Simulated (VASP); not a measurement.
A run of VASP 6.6.1:

Contents of INCAR:

```
SYSTEM = Zr3Si2
PREC = Accurate
ENCUT = 520
EDIFF = 1E-6
ISMEAR = 0
SIGMA = 0.15
LREAL = .False.
LASPH = .True.
NELM = 100
ALGO = Fast
ISIF = 2
LWAVE = .False.
LCHARG = .True.
GGA = PS
LELF = .True.
LVHAR = .True.
NBANDS = 55
```

Contents of KPOINTS:

```
Automatic mesh
0
Gamma
  6 6 12
  0 0 0
```

Contents of POSCAR:

```
Zr3Si2
1.0
    6.5003316009      0.0000000000      0.0000000000
    0.0000000000      6.5003316009      0.0000000000
    0.0000000000      0.0000000000      3.9360499880
Zr Si
6 4
Direct
    0.1744786434      0.6744786434      0.5000000000
    0.8255213566      0.3255213566      0.5000000000
    0.3255213566      0.1744786434      0.5000000000
    0.6744786434      0.8255213566      0.5000000000
    0.0000000000      0.0000000000      0.0000000000
    0.5000000000      0.5000000000      0.0000000000
    0.6223900186      0.1223900186      0.0000000000
    0.3776099814      0.8776099814      0.0000000000
    0.8776099814      0.6223900186      0.0000000000
    0.1223900186      0.3776099814      0.0000000000
```

Potentials or basis: VASP PAW PBE potentials, release 64 (Zr_sv, Si).

Launch:

```console
$ cat potpaw_PBE.64/Zr_sv/POTCAR potpaw_PBE.64/Si/POTCAR > POTCAR
$ mpirun -np 1 vasp_std > vasp.out
```

Hardware: 1 thread of Intel(R) Xeon(R) Platinum 8259CL CPU @ 2.50GHz (Skylake/Cascade Lake), on a shared host.

Problem. How long does it take, and how much memory?

Solution. Run time: 16 min on 1 thread of Intel(R) Xeon(R) Platinum 8259CL CPU @ 2.50GHz (Skylake/Cascade Lake), on a shared host, peak memory 0.56 GiB. Counts: scf iterations 22, k points 70.
